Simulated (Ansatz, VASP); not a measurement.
**NaI in VASP and in Ansatz**

```
Na I
1.0
     0.00000    3.18419    3.34340
     3.18419    0.00000    3.34340
     3.18419    3.18419    0.00000
Na I
1 1
Direct
  0.00000 0.00000 0.00000
  0.50000 0.50000 0.50000
```

Alike in both runs: task single point; functional r2SCAN; k mesh 8 × 8 × 8; occupations gaussian, width 0.05 eV; no spin polarisation.

|  | VASP | Ansatz |
| --- | --- | --- |
| version | VASP 6.6.1 | Ansatz 0.2.0 |
| potentials or method | VASP PAW PBE potentials, release 64 (Na_pv, I), cutoff 520 eV | scalar-relativistic, plane waves, PAW |
| valence electrons in the cell | 14 | 26 |

```csv
,VASP,Ansatz,Ansatz less VASP
gap on the k mesh at the Fermi level (eV),4.41,4.40,-0.009
least direct gap on the mesh (eV),4.41,4.40,-0.009
pressure (GPa),-0.1,0.0,+0.11
"traceless stress, the component that is largest in VASP (GPa)",-0.82,-0.81,+0.010
```

VASP's potentials were made for PBE, not for r2SCAN. The functional is the same, so the differences come from potentials, cutoffs and numerics. VASP's potentials hold 14 valence electrons a cell and Ansatz's 26, so a difference there can come from the potentials and not from the codes.

Neither program's run includes spin-orbit coupling.
